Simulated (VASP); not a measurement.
A run of VASP 6.6.1 is set up as follows.

Contents of INCAR:

```
SYSTEM = B3N4
ALGO = Normal
DIPOL = 0.5 0.5 0.315
EDIFF = 1E-6
ENCUT = 520
GGA = PE
IDIPOL = 3
ISIF = 2
ISMEAR = 0
IVDW = 12
LASPH = .True.
LCHARG = .True.
LDIPOL = .True.
LELF = .True.
LREAL = .False.
LVACPOTAV = .True.
LVHAR = .True.
LWAVE = .False.
NBANDS = 42
NELM = 100
PREC = Accurate
SIGMA = 0.05
```

Contents of KPOINTS:

```
k-points
0
Gamma
  6 8 1
  0 0 0
```

The input POSCAR:

```
B3N4
1.0
    5.0107822389      0.0000000000      0.0000000000
   -1.2526955597      3.3759068817      0.0000000000
    0.0000000000      0.0000000000     23.4409409452
N B
8 6
Direct
    0.0225224603      0.0900898411      0.1706416141
    0.5225224603      0.0900898411      0.1706416141
    0.3069455752      0.2277823008      0.2610541488
    0.8069455752      0.2277823008      0.2610541488
    0.0866484587      0.3466275527      0.3533460338
    0.5866484587      0.3466275527      0.3533460338
    0.4687108248      0.8748772852      0.5264695207
    0.4687108248      0.8748772852      0.5733959646
    0.2842051402      0.1368205610      0.2007528062
    0.7842051402      0.1368205610      0.2007528062
    0.0673540684      0.2694189847      0.2895469474
    0.5673540684      0.2694189847      0.2895469474
    0.3437108248      0.3748772852      0.3814241487
    0.8437108248      0.3748772852      0.3814241487
```

Potentials or basis: VASP PAW PBE potentials, release 64 (N, B).

Command:

```console
$ cat potpaw_PBE.64/N/POTCAR potpaw_PBE.64/B/POTCAR > POTCAR
$ mpirun -np 1 vasp_std > vasp.out
```

**Question.** What does it give for the dispersion energy per atom?

**Answer.** -0.102 eV.

**Question.** Predict the band gap on the k mesh.

**Answer.** Zero (bands 29 and 30 overlap by 0.43 eV).

**Question.** Predict the largest force.

**Answer.** 4.022 eV/Å.

Forces on the atoms (eV/Å):
```
N    0.006  0.248  1.793
N   -0.006  0.245  1.779
N    0.000  0.427  2.147
N   -0.001  0.428  2.155
N    0.022  0.010 -0.043
N   -0.022 -0.002  0.053
N    0.000  0.009 -2.148
N    0.000 -0.004  2.155
B    0.003 -0.678 -3.943
B   -0.003 -0.683 -3.964
B    0.011  0.001 -0.014
B   -0.011 -0.014 -0.028
B   -0.050 -0.031 -0.034
B    0.050  0.042  0.092
```

Caveat: the standard files for N, O and F lose accuracy on very short bonds.
